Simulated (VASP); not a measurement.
Input of a VASP 6.6.1 run:

The input INCAR:

```
PREC     = Accurate       # precision mode
ENCUT    = 520            # plane-wave cutoff, eV
EDIFF    = 1E-7           # SCF threshold, eV
ISMEAR   = 0              # smearing method
SIGMA    = 0.05           # smearing width, eV
LREAL    = False          # projectors in reciprocal space
LASPH    = True           # aspherical terms in the spheres
NELM     = 60             # most SCF steps
ALGO     = Normal         # electronic algorithm
ISIF     = 2              # what is computed and relaxed
LWAVE    = False          # write WAVECAR
LCHARG   = False          # write CHGCAR
NBANDS   = 11             # bands
```

Contents of KPOINTS:

```
regular mesh
0
Gamma
  12 12 12
```

Contents of POSCAR:

```
BN
1.0
    0.0000000000      2.0929567700      1.3604219005
    2.0929567700      0.0000000000      1.3604219005
    2.0929567700      2.0929567700      0.0000000000
B N
1 1
Direct
    0.0000000000      0.0000000000      0.0000000000
    0.7500000000      0.7500000000      0.7500000000
```

Potentials or basis: VASP PAW LDA potentials, release 64 (B, N).

Run with:

```bash
$ cat potpaw_LDA.64/B/POTCAR potpaw_LDA.64/N/POTCAR > POTCAR
$ mpirun -np 1 vasp_std > vasp.out
```

What does it give for the pressure?

-19.1 GPa.

Estimate the band gap on the k mesh.

zero (band 4 reaches 9.51 eV, above the bottom of band 5 at 9.39 eV).

Stress tensor (GPa, compression positive):
```
-70.87   0.00   0.00
  0.00 -70.87   0.00
  0.00   0.00  84.56
```
